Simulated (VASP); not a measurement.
Runs of VASP 6.6.1 on CsPbCl3. The structure is that of space group R-3m (No. 166), or close to it. The cells are those of the table. 

```tsv
cell	gap on the mesh (eV)	pressure (GPa)
a = 5.648 Å, angles 82.7°, 5 atoms	1.82	(b)
a = 5.613 Å, angles 87.0°, 5 atoms	1.85	1.7
a = 5.996 Å, angles 67.3°, 5 atoms	1.68	1.6
a = 5.611 Å, angles 92.7°, 5 atoms	(a)	1.7
```

Alike in all rows: task single point; level PBE; potentials or basis VASP PAW PBE potentials, release 64 (Cs_sv, Pb_d, Cl); no spin polarisation; k mesh 6 × 6 × 6; cutoff (eV) 520; smearing gaussian 0.05 eV.

Problem. Estimate the missing entries.

Solution. (a) 1.75; (b) 1.5.

Caveats: spin-orbit coupling is left out, which moves the levels of the heavy elements.

A k mesh can miss the band edges, and the runs leave out spin-orbit coupling on Cs, Pb.
